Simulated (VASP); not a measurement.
## Al3Ni2: single point with r2SCAN

Al3Ni2:

```
CELL_PARAMETERS angstrom
4.20706 0.00000 0.00000
-2.10353 3.64342 0.00000
0.00000 0.00000 5.10460
ATOMIC_POSITIONS crystal
Al 0.00000 0.00000 0.00000
Al 0.33333 0.66667 0.64844
Al 0.66667 0.33333 0.35156
Ni 0.33333 0.66667 0.14621
Ni 0.66667 0.33333 0.85379
```

This cell differs from its parent crystal: strain +0.050 along x and y, +0.050 along z.

```json
{"Program": "VASP 6.6.1", "Task": "single point", "Functional": "r2SCAN", "Potentials or basis": "VASP PAW PBE potentials, release 64 (Al, Ni)", "Cutoff": "520 eV", "k mesh": "12 × 12 × 10", "Occupations": "gaussian, width 0.15 eV", "Spin": "no spin polarisation"}
```

| Quantity | Value |
| --- | --- |
| Pressure | -15.7 GPa |
| Largest force | 0.176 eV/Å |
| Band gap on the k mesh | zero (an odd number of electrons rules out a gap without spin polarisation) |

Forces on the atoms (eV/Å):
```
Al   0.000  0.000  0.000
Al   0.000  0.000  0.176
Al   0.000  0.000 -0.176
Ni   0.000  0.000 -0.108
Ni   0.000  0.000  0.108
```

Stress tensor (GPa, compression positive):
```
-15.37   0.00   0.00
  0.00 -15.37   0.00
  0.00   0.00 -16.41
```

Levels at points of the mesh, in eV from the Fermi level:
| k point | band 13 | band 14 | band 15 | band 16 | band 17 | band 18 |
| --- | --- | --- | --- | --- | --- | --- |
| (0.00, 0.00, 0.00) | -1.12 | 1.19 | 1.19 | 2.95 | 2.95 | 4.08 |
| (0.50, 0.00, 0.00) | -1.36 | -1.34 | -1.19 | 1.19 | 1.68 | 2.26 |
| (0.00, 0.00, 0.50) | 2.56 | 2.56 | 2.85 | 2.85 | 3.31 | 3.87 |
| (0.50, 0.00, 0.50) | -1.47 | -0.93 | -0.31 | 1.42 | 2.08 | 2.84 |

It took 18 min on 1 thread of Oxide Virtual Turin-like Processor, on a shared host, peak memory 0.34 GiB.

Caveat: the cell differs from its parent crystal (strain +0.050 along x and y, +0.050 along z); the cell stands under tension; the PAW data sets were made with another functional, which shifts forces and pressure a little. Spin polarisation is off, so any magnetic state and its effect on volume and gap are missing.
